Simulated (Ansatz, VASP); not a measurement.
## Sc in VASP and in Ansatz

```xyz
2
Lattice="0.0000 3.0386 3.0386 3.0386 0.0000 3.0386 3.0386 3.0386 0.0000" Properties=species:S:1:pos:R:3 pbc="T T T"
Sc    0.7597    0.7597    0.7597
Sc    5.3176    5.3176    5.3176
```

Alike in both runs: task single point; functional LDA; k mesh 10 × 10 × 10; occupations fermi-dirac, width 0.1 eV; no spin polarisation.

|  | VASP | Ansatz |
| --- | --- | --- |
| version | VASP 6.6.1 | Ansatz 0.2.0 |
| potentials or method | VASP PAW LDA potentials, release 64 (Sc_sv), cutoff 520 eV | plane waves (420 eV) with PAW, scalar-relativistic |
| valence electrons in the cell | 22 | 22 |

|  | VASP | Ansatz | Ansatz less VASP |
| --- | --- | --- | --- |
| pressure (GPa) | -0.3 | -0.4 | -0.04 |

Ansatz warns that its potentials were made for another functional, while VASP's fit it. LDA's correlation is that of Perdew and Zunger in VASP and of Perdew and Wang (1992) in Ansatz.
